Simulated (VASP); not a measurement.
# Ta (P6/mmm) in VASP: further runs

The runs below take Ta through single point, with RPBE.

All numbers are computed with VASP 6.6.1; they aren't measurements. Logs are shortened: lines on timing, memory, paths and dates and some standing lists are left out, and cuts for length are marked.

**1. The cell of the first run**

The structure is hexagonal, space group P6/mmm (No. 191). The conventional cell has a = 4.893 Å, b = 4.893 Å, c = 2.747 Å, α = 90.00°, β = 90.00°, γ = 120.00°. Within 3.6 Å of Ta (site symmetry 6/mmm) lie 14 Ta at 2.75 to 3.14 Å. Ta (site symmetry -6m2) has 11 Ta at 2.75 to 3.14 Å within 3.6 Å.

**2. Single point, RPBE**

Input file INCAR:

```
SYSTEM = Ta
PREC = Accurate
ENCUT = 520
EDIFF = 1E-6
ISMEAR = -1
SIGMA = 0.1
LREAL = .FALSE.
LASPH = .TRUE.
NELM = 100
ALGO = Normal
ISIF = 2
LWAVE = .FALSE.
LCHARG = .TRUE.
GGA = RP
LELF = .TRUE.
LVHAR = .TRUE.
NBANDS = 24
```

Input file KPOINTS:

```
Automatic mesh
0
G
  8 8 11
  0 0 0
```

Input file POSCAR:

```
Ta
1.0
    4.8931962232      0.0000000000      0.0000000000
   -2.4465981116      4.2376322350      0.0000000000
    0.0000000000      0.0000000000      2.7474929244
Ta
3
Direct
    0.0000000000      1.0000000000      0.0000000000
    0.3333333333      0.6666666667      0.5000000000
    0.6666666667      0.3333333333      0.5000000000
```

Potentials or basis: VASP PAW PBE potentials, release 64 (Ta_pv).

The run is started by

```bash
cat potpaw_PBE.64/Ta_pv/POTCAR > POTCAR
mpirun -np 1 vasp_std > vasp.out
```

OUTCAR:

```text
SYSTEM = Ta
   PREC = Accurate
   ENCUT = 520
   EDIFF = 1E-6
   ISMEAR = -1
   LREAL = .FALSE.
   LASPH = .TRUE.
   NELM = 100
   ISIF = 2
   GGA = RP

 ion  position               nearest neighbor table
   1  0.000  0.000  0.000-   2 3.14   3 3.14   2 3.14   3 3.14   3 3.14   3 3.14   2 3.14   2 3.14
                             3 3.14   3 3.14   2 3.14   2 3.14
   2  0.333  0.667  0.500-   3 2.83   3 2.83   3 2.83   1 3.14   1 3.14   1 3.14   1 3.14   1 3.14
                             1 3.14
   3  0.667  0.333  0.500-   2 2.83   2 2.83   2 2.83   1 3.14   1 3.14   1 3.14   1 3.14   1 3.14
                             1 3.14

  LATTYP: Found a hexagonal cell.
 ALAT       =     4.8931962232
 C/A-ratio  =     0.5614924886

  Lattice vectors:

 A1 = (   4.8931962232,   0.0000000000,   0.0000000000)
 A2 = (  -2.4465981116,   4.2376322350,   0.0000000000)
 A3 = (   0.0000000000,   0.0000000000,   2.7474929244)

Analysis of symmetry for initial positions (statically):
=====================================================================
 Subroutine PRICEL returns:
 Original cell was already a primitive cell.

 Routine SETGRP: Setting up the symmetry group for a
 hexagonal supercell.

 Subroutine GETGRP returns: Found 24 space group operations
 (whereof 24 operations were pure point group operations)
 out of a pool of 24 trial point group operations.

The static configuration has the point symmetry D_6h.

Analysis of symmetry for dynamics (positions and initial velocities):
=====================================================================
 Subroutine PRICEL returns:
 Original cell was already a primitive cell.

 Routine SETGRP: Setting up the symmetry group for a
 hexagonal supercell.

 Subroutine GETGRP returns: Found 24 space group operations
 (whereof 24 operations were pure point group operations)
 out of a pool of 24 trial point group operations.

The dynamic configuration has the point symmetry D_6h.

 Subroutine INISYM returns: Found 24 space group operations
 (whereof 24 operations are pure point group operations),
 and found     1 'primitive' translations

----------------------------------------------------------------------------------------

                                     Primitive cell

  volume of cell :      56.9708

  direct lattice vectors                    reciprocal lattice vectors
     4.893196223  0.000000000  0.000000000     0.204365399  0.117990418  0.000000000
    -2.446598112  4.237632235  0.000000000     0.000000000  0.235980837  0.000000000
     0.000000000  0.000000000  2.747492924     0.000000000  0.000000000  0.363968180

  length of vectors
     4.893196223  4.893196223  2.747492924     0.235980837  0.235980837  0.363968180

  position of ions in fractional coordinates (direct lattice)
     0.000000000  0.000000000  0.000000000
     0.333333333  0.666666667  0.500000000
     0.666666667  0.333333333  0.500000000

  ion indices of the primitive-cell ions
   primitive index   ion index
                 1           1
                 2           2
                 3           3

----------------------------------------------------------------------------------------

 KPOINTS: Automatic mesh

Automatic generation of k-mesh.
 Grid dimensions read from file:
 generate k-points for:    8    8   11

 Generating k-lattice:

  Cartesian coordinates                     Fractional coordinates (reciprocal lattice)
     0.025545675  0.014748802  0.000000000     0.125000000  0.000000000  0.000000000
     0.000000000  0.029497605  0.000000000     0.000000000  0.125000000  0.000000000
     0.000000000  0.000000000  0.033088016     0.000000000  0.000000000  0.090909091

  Length of vectors
     0.029497605  0.029497605  0.033088016

  Shift w.r.t. Gamma in fractional coordinates (k-lattice)
     0.000000000  0.000000000  0.000000000

 Subroutine IBZKPT returns following result:
 ===========================================

 Found     60 irreducible k-points:

 Following reciprocal coordinates:
            Coordinates               Weight
  0.000000  0.000000  0.000000      1.000000
  0.125000  0.000000  0.000000      6.000000
  0.250000  0.000000  0.000000      6.000000
  0.375000  0.000000  0.000000      6.000000
  0.500000  0.000000  0.000000      3.000000
  0.125000  0.125000  0.000000      6.000000
[... 16 lines left out ...]
  0.250000  0.000000  0.181818     12.000000
  0.375000  0.000000  0.181818     12.000000
 [... further k-points ...]
   k-points           NKPTS =     60   k-points in BZ     NKDIM =     60   number of bands    NBANDS=     24
   number of dos      NEDOS =    301   number of ions     NIONS =      3
   total plane-waves  NPLWV =  25920
   dimension x,y,z NGX =    36 NGY =   36 NGZ =   20
   dimension x,y,z NGXF=    72 NGYF=   72 NGZF=   40
   ions per type =               3
   NGX,Y,Z   is equivalent  to a cutoff of  12.23, 12.23, 12.10 a.u.
   NGXF,Y,Z  is equivalent  to a cutoff of  24.46, 24.46, 24.20 a.u.
 SYSTEM =  Ta
   PREC   = accura    normal or accurate (medium, high low for compatibility)
   ISTART =      0    job   : 0-new  1-cont  2-samecut
   ICHARG =      2    charge: 1-file 2-atom 10-const
   ISPIN  =      1    spin polarized calculation?
   LNONCOLLINEAR =      F non collinear calculations
   LSORBIT =      F    spin-orbit coupling
   LASPH  =      T    aspherical Exc in radial PAW
   ENCUT  =  520.0 eV  38.22 Ry    6.18 a.u.   9.10  9.10  5.11*2*pi/ulx,y,z
   NELM   =    100;   NELMIN=  2; NELMDL= -5     # of ELM steps
   EDIFF  = 0.1E-05   stopping-criterion for ELM
   LREAL  =      F    real-space projection
   EDIFFG = 0.1E-04   stopping-criterion for IOM
   NSW    =      0    number of steps for IOM
   IBRION =     -1    ionic relax: 0-MD 1-quasi-New 2-CG
   NFREE  =      0    steps in history (QN), initial steepest desc. (CG)
   ISIF   =      2    stress and relaxation
   ISYM   =      2    0-nonsym 1-usesym 2-fastsym
   POTIM  = 0.5000    time-step for ionic-motion
   TEBEG  =    0.0;   TEEND  =   0.0 temperature during run
   PSTRESS=    0.0 pullay stress
   NELECT =      33.0000    total number of electrons
   NUPDOWN=      -1.0000    fix difference up-down
   EMIN   =  10.00;   EMAX   =-10.00  energy-range for DOS
   EFERMI =   0.00;   METHOD = LEGACY
   ISMEAR =    -1;   SIGMA  =   0.10  broadening in eV -4-tet -1-fermi 0-gaus
   EFERMI_NEDOS =   21; number of points for ismear=-14 and -15
   IALGO  =     38    algorithm
   IMIX   =      4    mixing-type and parameters
     AMIX     =   0.40;   BMIX     =  1.00
     AMIX_MAG =   1.60;   BMIX_MAG =  1.00
  volume/ion in A,a.u.               =      18.99       128.15
  Fermi-wavevector in a.u.,A,eV,Ry     =   1.364673  2.578858 25.338577  1.862333
  Thomas-Fermi vector in A             =   2.490968
   LORBIT       =      0    0 simple, 1 ext, 2 COOP (PROOUT), +10 PAW based schemes
   GGA     = RP    functional components
   LHFCALC =     F    Hartree Fock is set to
   AEXX    =    0.0000 exact exchange contribution
   IVDW    =     0    specifies the selected vdW correction
   LEPSILON=     F    determine dielectric tensor
   LRPA    =     F    only Hartree local field effects (RPA)
 non-spin polarized calculation
  energy-cutoff  :      520.00
  volume of cell :       56.97
 maximum number of plane-waves:      1556
   NGX = 19   NGY = 19   NGZ = 11

 number of electron      33.0000006 magnetization

 Free energy of the ion-electron system (eV)
  ---------------------------------------------------
  ext. energy  EPLUGINS =         0.00000000
  ---------------------------------------------------
  free energy    TOTEN  =       -33.32701089 eV

  energy without entropy =      -33.21530881  energy(sigma->0) =      -33.27115985

 E-fermi :   5.4584     XC(G=0): -12.2808

 val. band max:        5.4441940549   @ k =   0.3750   0.0000   0.0909
 cond. band min:       5.4635280700   @ k =   0.2500   0.2500   0.3636
 fundamental gap:      0.0193340151
 Fermi energy:         5.4584471884

 k-point     1 :       0.0000    0.0000    0.0000
  band No.  band energies     occupation
      1     -28.9525      2.00000
      2     -28.9525      2.00000
      3     -28.7847      2.00000
      4     -28.7847      2.00000
      5     -28.2219      2.00000
      6     -28.2219      2.00000
[... 16 lines left out ...]
     23       8.7336      0.00000
     24      11.7889      0.00000

 k-point     2 :       0.1250    0.0000    0.0000
  band No.  band energies     occupation
      1     -29.0043      2.00000
      2     -28.9799      2.00000
      3     -28.7240      2.00000
      4     -28.7131      2.00000
      5     -28.2686      2.00000
      6     -28.2298      2.00000
[... 16 lines left out ...]
     23       9.3208      0.00000
     24      11.4176      0.00000

 k-point     3 :       0.2500    0.0000    0.0000
  band No.  band energies     occupation
      1     -29.0793      2.00000
      2     -28.9804      2.00000
      3     -28.6235      2.00000
      4     -28.5968      2.00000
      5     -28.3900      2.00000
      6     -28.2526      2.00000
[... 16 lines left out ...]
     23      10.0301      0.00000
     24      10.5776      0.00000

 k-point     4 :       0.3750    0.0000    0.0000
  band No.  band energies     occupation
      1     -29.1318      2.00000
      2     -28.9119      2.00000
      3     -28.6028      2.00000
      4     -28.5357      2.00000
      5     -28.4577      2.00000
      6     -28.2851      2.00000
[... 16 lines left out ...]
     23      10.4056      0.00000
     24      10.6315      0.00000

 k-point     5 :       0.5000    0.0000    0.0000
  band No.  band energies     occupation
      1     -29.1503      2.00000
      2     -28.8118      2.00000
      3     -28.7304      2.00000
      4     -28.4962      2.00000
      5     -28.4322      2.00000
      6     -28.3050      2.00000
[... 451 lines left out ...]
 k-point    22 :       0.1250    0.0000    0.1818
  band No.  band energies     occupation
      1     -28.9497      2.00000
      2     -28.9268      2.00000
      3     -28.6722      2.00000
      4     -28.6691      2.00000
      5     -28.4434      2.00000
      6     -28.3326      2.00000
[... 16 lines left out ...]
     23       9.0084      0.00000
     24      10.4503      0.00000

 k-point    23 :       0.2500    0.0000    0.1818
  band No.  band energies     occupation
      1     -29.0126      2.00000
      2     -28.9248      2.00000
      3     -28.5918      2.00000
      4     -28.5915      2.00000
      5     -28.4166      2.00000
      6     -28.4062      2.00000
[... 16 lines left out ...]
     23       9.4783      0.00000
     24       9.6849      0.00000

 k-point    24 :       0.3750    0.0000    0.1818
  band No.  band energies     occupation
      1     -29.0585      2.00000
      2     -28.8701      2.00000
      3     -28.6167      2.00000
      4     -28.5226      2.00000
      5     -28.4519      2.00000
      6     -28.3635      2.00000
[... 16 lines left out ...]
     23       9.6389      0.00000
     24       9.7168      0.00000

 [... further k-points ...]
[... 5 lines left out ...]
  --------------------------------------------------------------------------------------
  -------------------------------------------------------------------------------------
  Total        0.0273033      0.0273033      0.0305316      0.0000000     -0.0000000      0.0000000
  in kB        0.7678451      0.7678451      0.8586319      0.0000000     -0.0000000      0.0000000
  external PRESSURE =       0.7981073 kB  Pullay stress =       0.0000000 kB

 VOLUME and BASIS-vectors are now :
 -----------------------------------------------------------------------------
  energy-cutoff  :      520.00
  volume of cell :       56.97
      direct lattice vectors                 reciprocal lattice vectors
     4.893196223  0.000000000  0.000000000     0.204365399  0.117990418  0.000000000
    -2.446598112  4.237632235  0.000000000     0.000000000  0.235980837  0.000000000
     0.000000000  0.000000000  2.747492924     0.000000000  0.000000000  0.363968180

 POSITION                                       TOTAL-FORCE (eV/Angst)
 -----------------------------------------------------------------------------------
      0.00000      0.00000      0.00000        -0.000000      0.000000     -0.000000
     -0.00000      2.82509      1.37375         0.000000      0.000000      0.000000
      2.44660      1.41254      1.37375        -0.000000      0.000000     -0.000000
 -----------------------------------------------------------------------------------
    total drift:                                0.000000      0.000000     -0.000000

  FREE ENERGIE OF THE ION-ELECTRON SYSTEM (eV)
  ---------------------------------------------------
  free  energy   TOTEN  =       -33.3270108929 eV

  energy  without entropy=      -33.2153088138  energy(sigma->0) =      -33.27115985
```

Run time: 26 s. Hardware: 1 thread of Intel Xeon 6975P-C, shared host; peak memory 0.21 GiB.

Results:

```
Free energy : -33.3270 eV
Pressure    : 0.1 GPa
```

Caveat: the PAW data sets were made with another functional, which shifts forces and pressure a little; spin-orbit coupling is left out, which moves the levels of the heavy elements.

**3. Single point, RPBE (volume scaled by 0.88)**

Input file INCAR:

```
SYSTEM = Ta
PREC = Accurate
ENCUT = 520
EDIFF = 1E-7
ISMEAR = -1
SIGMA = 0.1
LREAL = .FALSE.
LASPH = .TRUE.
NELM = 100
ALGO = Normal
ISIF = 2
LWAVE = .FALSE.
LCHARG = .FALSE.
GGA = RP
NBANDS = 24
```

Input file KPOINTS:

```
Automatic mesh
0
G
  9 9 13
  0 0 0
```

Input file POSCAR:

```
Ta
1.0
    4.6890715097      0.0000000000      0.0000000000
   -2.3445357548      4.0608550476      0.0000000000
    0.0000000000      0.0000000000      2.6328784310
Ta
3
Direct
    0.0000000000      1.0000000000      0.0000000000
    0.3333333333      0.6666666667      0.5000000000
    0.6666666667      0.3333333333      0.5000000000
```

Potentials or basis: VASP PAW PBE potentials, release 64 (Ta_pv).

The run is started by

```bash
cat potpaw_PBE.64/Ta_pv/POTCAR > POTCAR
mpirun -np 1 vasp_std > vasp.out
```

Wall time 52 s (1 thread of Intel Xeon 6975P-C, shared host); peak memory 0.22 GiB.

The run converged. Its results:

* Free energy: -32.7738 eV
* Pressure: 29.0 GPa

Stress tensor (GPa, compression positive):
```
28.11  0.00  0.00
 0.00 28.11  0.00
 0.00  0.00 30.81
```

Levels at points of the mesh, in eV from the Fermi level:
| k point | band 13 | band 14 | band 15 | band 16 | band 17 | band 18 | band 19 | band 20 | band 21 | band 22 |
| --- | --- | --- | --- | --- | --- | --- | --- | --- | --- | --- |
| (0.00, 0.00, 0.00) | -1.50 | -1.50 | -1.48 | -1.48 | -0.79 | 1.05 | 1.05 | 3.62 | 3.62 | 3.69 |

Caveat: the PAW data sets were made with another functional, which shifts forces and pressure a little; spin-orbit coupling is left out, which moves the levels of the heavy elements.
